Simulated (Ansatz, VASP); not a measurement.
## HfO2: VASP beside Ansatz

Contents of INCAR:

```
SYSTEM = HfO2
PREC = Accurate ; ENCUT = 520
EDIFF = 1E-8 ; ISMEAR = -1
SIGMA = 0.02 ; LREAL = .FALSE.
LASPH = .TRUE. ; NELM = 120
ALGO = Normal ; ISIF = 2
LWAVE = .FALSE. ; LCHARG = .FALSE.
GGA = PE ; LEFG = .TRUE.
NBANDS = 106 ; GGA_COMPAT = .FALSE.
```

The input KPOINTS:

```
regular mesh
0
G
  4 2 4
  0 0 0
```

POSCAR

```
HfO2
1.0
    5.0598000000      0.0000000000      0.0000000000
    0.0000000000     10.0172000000      0.0000000000
    0.0000000000      0.0000000000      5.2276000000
Hf O
8 16
Direct
    0.7466000000      0.8841000000      0.9656000000
    0.2466000000      0.6159000000      0.0344000000
    0.2534000000      0.3841000000      0.5344000000
    0.7534000000      0.1159000000      0.4656000000
    0.2534000000      0.1159000000      0.0344000000
    0.7534000000      0.3841000000      0.9656000000
    0.7466000000      0.6159000000      0.4656000000
    0.2466000000      0.8841000000      0.5344000000
    0.8620000000      0.7960000000      0.6200000000
    0.3620000000      0.7040000000      0.3800000000
    0.1380000000      0.2960000000      0.8800000000
    0.6380000000      0.2040000000      0.1200000000
    0.1380000000      0.2040000000      0.3800000000
    0.6380000000      0.2960000000      0.6200000000
    0.8620000000      0.7040000000      0.1200000000
    0.3620000000      0.7960000000      0.8800000000
    0.5100000000      0.9770000000      0.2500000000
    0.0100000000      0.5230000000      0.7500000000
    0.4900000000      0.4770000000      0.2500000000
    0.9900000000      0.0230000000      0.7500000000
    0.4900000000      0.0230000000      0.7500000000
    0.9900000000      0.4770000000      0.2500000000
    0.5100000000      0.5230000000      0.7500000000
    0.0100000000      0.9770000000      0.2500000000
```

Input for Ansatz:

```yaml
crystal:
  lattice:
    - [5.0598, 0.0, 0.0]
    - [0.0, 10.0172, 0.0]
    - [0.0, 0.0, 5.2276]
  atoms:
    - { symbol: Hf, position: [0.7466, 0.8841, 0.9656] }
    - { symbol: Hf, position: [0.2466, 0.6159, 0.0344] }
    - { symbol: Hf, position: [0.2534, 0.3841, 0.5344] }
    - { symbol: Hf, position: [0.7534, 0.1159, 0.4656] }
    - { symbol: Hf, position: [0.2534, 0.1159, 0.0344] }
    - { symbol: Hf, position: [0.7534, 0.3841, 0.9656] }
    - { symbol: Hf, position: [0.7466, 0.6159, 0.4656] }
    - { symbol: Hf, position: [0.2466, 0.8841, 0.5344] }
    - { symbol: O, position: [0.862, 0.796, 0.62] }
    - { symbol: O, position: [0.362, 0.704, 0.38] }
    - { symbol: O, position: [0.138, 0.296, 0.88] }
    - { symbol: O, position: [0.638, 0.204, 0.12] }
    - { symbol: O, position: [0.138, 0.204, 0.38] }
    - { symbol: O, position: [0.638, 0.296, 0.62] }
    - { symbol: O, position: [0.862, 0.704, 0.12] }
    - { symbol: O, position: [0.362, 0.796, 0.88] }
    - { symbol: O, position: [0.51, 0.977, 0.25] }
    - { symbol: O, position: [0.01, 0.523, 0.75] }
    - { symbol: O, position: [0.49, 0.477, 0.25] }
    - { symbol: O, position: [0.99, 0.023, 0.75] }
    - { symbol: O, position: [0.49, 0.023, 0.75] }
    - { symbol: O, position: [0.99, 0.477, 0.25] }
    - { symbol: O, position: [0.51, 0.523, 0.75] }
    - { symbol: O, position: [0.01, 0.977, 0.25] }
kpoints:
  mp_grid: { grid: [4, 2, 4] }
scf:
  occupations: { method: fermi_dirac, width: 0.02 }
hamiltonian:
  xc: pbe
  pseudopotentials: { kind: paw, frozen_core: stored }
output:
  forces: true
  stress: true
  populations: true
  efg: { quadrupole_moments_barn: { Hf: 3.365, O: -0.02558 } }
```

Alike in both runs: task electric field gradients; functional PBE; k mesh 4 × 2 × 4; occupations fermi-dirac, width 0.02 eV; no spin polarisation.

|  | VASP | Ansatz |
| --- | --- | --- |
| version | VASP 6.6.1 | Ansatz 0.2.0 |
| potentials or method | VASP PAW PBE potentials, release 64 (Hf_pv, O) | plane-wave PAW, scalar-relativistic |
| plane-wave cutoff (eV) | 520 | 420 |
| valence electrons in the cell | 176 | 304 |

|  | VASP | Ansatz | Ansatz less VASP |
| --- | --- | --- | --- |
| gap on the k mesh at the Fermi level (eV) | 4.40 | 4.43 | +0.026 |
| pressure (GPa) | 1.9 | 5.2 | +3.34 |
| traceless stress, the component that is largest in VASP (GPa) | -1.39 | -1.52 | -0.122 |
| rms of the force components (eV/Å) | 0.505 | 0.511 | +0.0055 |
| size of Vzz on the site where it differs most (V/Å²) | 122.6 | 139.9 | +17.31 |

Atom by atom the forces differ by 0.032 eV/Å (rms over components). The functional is the same, so the differences come from potentials, cutoffs and numerics. VASP's potentials hold 176 valence electrons a cell and Ansatz's 304, so a difference there can come from the potentials and not from the codes.

Spin-orbit coupling is off throughout.
